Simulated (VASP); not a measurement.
# SrO (Fm-3m) in VASP: further runs

The runs below take SrO through vibrations by perturbation theory, dielectric tensor, with PBEsol, PBE.

Program: VASP 6.6.1. These are calculated values, not measurements. Logs are shortened: lines on timing, memory, paths and dates and some standing lists are left out, and cuts for length are marked.

## 1. The cell of the first run

It takes space group Fm-3m (No. 225, cubic). Conventional cell: a = 5.123 Å, b = 5.123 Å, c = 5.123 Å, α = 90.00°, β = 90.00°, γ = 90.00°. Within 3.4 Å of Sr (site symmetry m-3m) lie 6 O at 2.56 Å. Within 3.4 Å of O (site symmetry m-3m) lie 6 Sr at 2.56 Å.

## 2. Vibrations by perturbation theory, PBEsol

File INCAR:

```
SYSTEM = SrO
PREC     = Accurate       ! precision mode
ENCUT    = 520            ! plane-wave cutoff, eV
EDIFF    = 1E-8           ! SCF threshold, eV
ISMEAR   = 0              ! smearing method
SIGMA    = 0.01           ! smearing width, eV
LREAL    = .False.        ! projectors in reciprocal space
LASPH    = .True.         ! aspherical terms in the spheres
NELM     = 60             ! most SCF steps
ALGO     = Normal         ! electronic algorithm
ISIF     = 2              ! what is computed and relaxed
LWAVE    = .False.        ! write WAVECAR
LCHARG   = .True.         ! write CHGCAR
GGA      = PS             ! functional
NBANDS   = 15             ! bands
IBRION   = 8              ! ionic algorithm
NSW      = 1              ! ionic steps
LEPSILON = .True.         ! dielectric tensor by DFPT
```

File KPOINTS:

```
regular mesh
0
Gamma
  8 8 8
  0 0 0
```

File POSCAR:

```
SrO
1.0
    0.0000000000      2.5612507335      2.5612507335
    2.5612507335      0.0000000000      2.5612507335
    2.5612507335      2.5612507335      0.0000000000
Sr O
1 1
Direct
    0.5000000000      0.5000000000      0.5000000000
    0.0000000000      0.0000000000      0.0000000000
```

Potentials or basis: VASP PAW PBE potentials, release 64 (Sr_sv, O).

Command:

```
> cat potpaw_PBE.64/Sr_sv/POTCAR potpaw_PBE.64/O/POTCAR > POTCAR
> mpirun -np 1 vasp_std > vasp.out
```

OUTCAR:

```text
SYSTEM = SrO
   PREC = Accurate
   ENCUT = 520
   EDIFF = 1E-8
   ISMEAR = 0
   LREAL = .False.
   LASPH = .True.
   NELM = 60
   ISIF = 2
   GGA = PS
   IBRION = 8
   NSW = 1
   LEPSILON = .True.

 ion  position               nearest neighbor table
   1  0.500  0.500  0.500-   2 2.56   2 2.56   2 2.56   2 2.56   2 2.56   2 2.56
   2  0.000  0.000  0.000-   1 2.56   1 2.56   1 2.56   1 2.56   1 2.56   1 2.56

  LATTYP: Found a face centered cubic cell.
 ALAT       =     5.1225014670

  Lattice vectors:

 A1 = (   0.0000000000,   2.5612507335,   2.5612507335)
 A2 = (   2.5612507335,   0.0000000000,   2.5612507335)
 A3 = (   2.5612507335,   2.5612507335,   0.0000000000)

Analysis of symmetry for initial positions (statically):
=====================================================================
 Subroutine PRICEL returns:
 Original cell was already a primitive cell.

 Routine SETGRP: Setting up the symmetry group for a
 face centered cubic supercell.

 Subroutine GETGRP returns: Found 48 space group operations
 (whereof 48 operations were pure point group operations)
 out of a pool of 48 trial point group operations.

The static configuration has the point symmetry O_h .

Analysis of symmetry for dynamics (positions and initial velocities):
=====================================================================
 Subroutine PRICEL returns:
 Original cell was already a primitive cell.

 Routine SETGRP: Setting up the symmetry group for a
 face centered cubic supercell.

 Subroutine GETGRP returns: Found 48 space group operations
 (whereof 48 operations were pure point group operations)
 out of a pool of 48 trial point group operations.

The dynamic configuration has the point symmetry O_h .

 Subroutine INISYM returns: Found 48 space group operations
 (whereof 48 operations are pure point group operations),
 and found     1 'primitive' translations

----------------------------------------------------------------------------------------

                                     Primitive cell

  volume of cell :      33.6036

  direct lattice vectors                    reciprocal lattice vectors
     0.000000000  2.561250734  2.561250734    -0.195217123  0.195217123  0.195217123
     2.561250734  0.000000000  2.561250734     0.195217123 -0.195217123  0.195217123
     2.561250734  2.561250734  0.000000000     0.195217123  0.195217123 -0.195217123

  length of vectors
     3.622155524  3.622155524  3.622155524     0.338125976  0.338125976  0.338125976

  position of ions in fractional coordinates (direct lattice)
     0.500000000  0.500000000  0.500000000
     0.000000000  0.000000000  0.000000000

  ion indices of the primitive-cell ions
   primitive index   ion index
                 1           1
                 2           2

----------------------------------------------------------------------------------------

 KPOINTS: regular mesh

Automatic generation of k-mesh.
 Grid dimensions read from file:
 generate k-points for:    8    8    8

 Generating k-lattice:

  Cartesian coordinates                     Fractional coordinates (reciprocal lattice)
[... 579 lines left out ...]

 Free energy of the ion-electron system (eV)
  ---------------------------------------------------
  ---------------------------------------------------
  free energy    TOTEN  =        -0.29229378 eV

  energy without entropy =       -0.29229378

------------------------ aborting loop because EDIFF is reached ----------------------------------------

--------------------------------------- Ionic step        2  -------------------------------------------

------------------------ aborting loop because EDIFF is reached ----------------------------------------

--------------------------------------- Ionic step        3  -------------------------------------------

------------------------ aborting loop because EDIFF is reached ----------------------------------------

 PIEZOELECTRIC TENSOR FIELD DIRECTION 3  (e Angst)
 -----------------------------------------------------------------------------
     0.00002  0.00000  0.00000           ( -0.00001  0.00000  0.00000)
     0.00000  0.00002 -0.00000           (  0.00000 -0.00001  0.00000)
     0.00000  0.00000 -0.00079           (  0.00000  0.00000 -0.00001)

 PIEZOELECTRIC TENSOR FIELD DIRECTION 3  (C/m^2)
 -----------------------------------------------------------------------------
     0.00001  0.00000  0.00000
     0.00000  0.00001 -0.00000
     0.00000  0.00000 -0.00038

--------------------------------------- Ionic step        4  -------------------------------------------

------------------------ aborting loop because EDIFF is reached ----------------------------------------

[... ionic steps 5 to 6 ...]

--------------------------------------- Ionic step        7  -------------------------------------------

 Free energy of the ion-electron system (eV)
  ---------------------------------------------------
  ---------------------------------------------------
  free energy    TOTEN  =        -0.36355810 eV

  energy without entropy =       -0.36355810

------------------------ aborting loop because EDIFF is reached ----------------------------------------

 INTERNAL STRAIN TENSOR  FOR ION    2  DIRECTION 1   (eV/Angst):
 -----------------------------------------------------------------------------
     0.00061  0.00000  0.00000
     0.00000 -0.00371  0.00000
     0.00000  0.00000 -0.00371

 MACROSCOPIC STATIC DIELECTRIC TENSOR (including local field effects in DFT)
 ------------------------------------------------------
           3.891090    -0.000000    -0.000000
          -0.000000     3.891090    -0.000000
          -0.000000     0.000000     3.891090
 ------------------------------------------------------

 PIEZOELECTRIC TENSOR (including local field effects)  for field in x, y, z        (e  Angst)
          XX          YY          ZZ          XY          YZ          ZX
  --------------------------------------------------------------------------------
  x     0.00000     0.00000     0.00000     0.00000     0.00000     0.00000
  y     0.00000     0.00000     0.00000     0.00000     0.00000     0.00000
  z     0.00000     0.00000     0.00000     0.00000     0.00000     0.00000

 PIEZOELECTRIC TENSOR (including local field effects)  for field in x, y, z        (C/m^2)
          XX          YY          ZZ          XY          YZ          ZX
  --------------------------------------------------------------------------------
  x     0.00000     0.00000     0.00000     0.00000     0.00000     0.00000
  y     0.00000     0.00000     0.00000     0.00000     0.00000     0.00000
  z     0.00000     0.00000     0.00000     0.00000     0.00000     0.00000

 BORN EFFECTIVE CHARGES (including local field effects) (in |e|, cummulative output)
 ---------------------------------------------------------------------------------
 ion    1
    1     2.46322    -0.00000     0.00000
    2     0.00000     2.46322     0.00000
    3     0.00000     0.00000     2.46322
 ion    2
    1    -2.46322     0.00000     0.00000
    2    -0.00000    -2.46322     0.00000
    3     0.00000     0.00000    -2.46322

 INTERNAL STRAIN TENSOR FOR ION    2 for displacements in x,y,z  (eV/Angst):
          X           Y           Z          XY          YZ          ZX
  --------------------------------------------------------------------------------
  x     0.00000     0.00000     0.00000     0.00000     0.00000     0.00000
  y     0.00000     0.00000     0.00000     0.00000     0.00000     0.00000
  z     0.00000     0.00000     0.00000     0.00000     0.00000     0.00000

 SECOND DERIVATIVES (NOT SYMMETRIZED)
 ------------------------------------
               1X          1Y          1Z          2X          2Y          2Z
  1X    -2.204213    0.000000    0.000000    2.204213    0.000000    0.000000
  1Y     0.000000   -2.204213    0.000000    0.000000    2.204213    0.000000
  1Z     0.000000    0.000000   -2.204213    0.000000    0.000000    2.204213
  2X     2.199807    0.000000    0.000000   -2.199807    0.000000    0.000000
  2Y     0.000000    2.199807    0.000000    0.000000   -2.199807    0.000000
  2Z     0.000000    0.000000    2.199807    0.000000    0.000000   -2.199807

 Eigenvectors and eigenvalues of the dynamical matrix
 ----------------------------------------------------

   1 f  =    6.304787 THz    39.614142 2PiTHz  210.305042 cm-1    26.074490 meV
             X         Y         Z           dx          dy          dz
      2.561251  2.561251  2.561251     0.000000    0.393283    0.000000
      0.000000  0.000000  0.000000     0.000000   -0.919417    0.000000
[... 21 lines left out ...]
   6 f/i=    0.002281 THz     0.014329 2PiTHz    0.076073 cm-1     0.009432 meV
             X         Y         Z           dx          dy          dz
      2.561251  2.561251  2.561251     0.000000   -0.919417    0.000000
      0.000000  0.000000  0.000000     0.000000   -0.393283    0.000000

--------------------------------------------------------------------------------------------------------

 MACROSCOPIC STATIC DIELECTRIC TENSOR IONIC CONTRIBUTION
 ------------------------------------------------------
          14.837662    -0.000000     0.000000
          -0.000000    14.837662     0.000000
           0.000000     0.000000    14.837662
 ------------------------------------------------------

 ELASTIC MODULI CONTR FROM IONIC RELAXATION (kBar)
 Direction    XX          YY          ZZ          XY          YZ          ZX
 --------------------------------------------------------------------------------
 XX           0.0000      0.0000      0.0000      0.0000      0.0000      0.0000
 YY           0.0000      0.0000      0.0000      0.0000      0.0000      0.0000
 ZZ           0.0000      0.0000      0.0000      0.0000      0.0000      0.0000
 XY           0.0000      0.0000      0.0000      0.0000      0.0000      0.0000
 YZ           0.0000      0.0000      0.0000      0.0000      0.0000      0.0000
 ZX           0.0000      0.0000      0.0000      0.0000      0.0000      0.0000
 --------------------------------------------------------------------------------

 PIEZOELECTRIC TENSOR IONIC CONTR  for field in x, y, z        (C/m^2)
          XX          YY          ZZ          XY          YZ          ZX
  --------------------------------------------------------------------------------
  x     0.00000     0.00000     0.00000     0.00000     0.00000     0.00000
  y     0.00000     0.00000     0.00000     0.00000     0.00000     0.00000
  z     0.00000     0.00000     0.00000     0.00000     0.00000     0.00000
```

It took 10 min on 1 thread of AMD EPYC 7R43 (Zen 3), shared host; peak memory 0.19 GiB.

Results:

```yaml
Electronic_dielectric_tensor_diagonal: 3.89
Born_charges_mean_of_the_diagonal: Sr +2.46; O -2.46 e
Highest_phonon_frequency_at_Γ_LO-TO_splitting_left_out: 210 cm⁻¹
```

Phonon frequencies in cm⁻¹ (negative: imaginary):
```csv
q point,frequencies
"(0.000, 0.000, 0.000)",0 0 0 210 210 210
```

Electronic dielectric tensor:
```
3.89 0.00 0.00
0.00 3.89 0.00
0.00 0.00 3.89
```

Born effective charge tensors (e):
atom 1, Sr
```
2.46 0.00 0.00
0.00 2.46 0.00
0.00 0.00 2.46
```
atom 2, O
```
-2.46  0.00  0.00
 0.00 -2.46  0.00
 0.00  0.00 -2.46
```

[end of part 1 of 2]
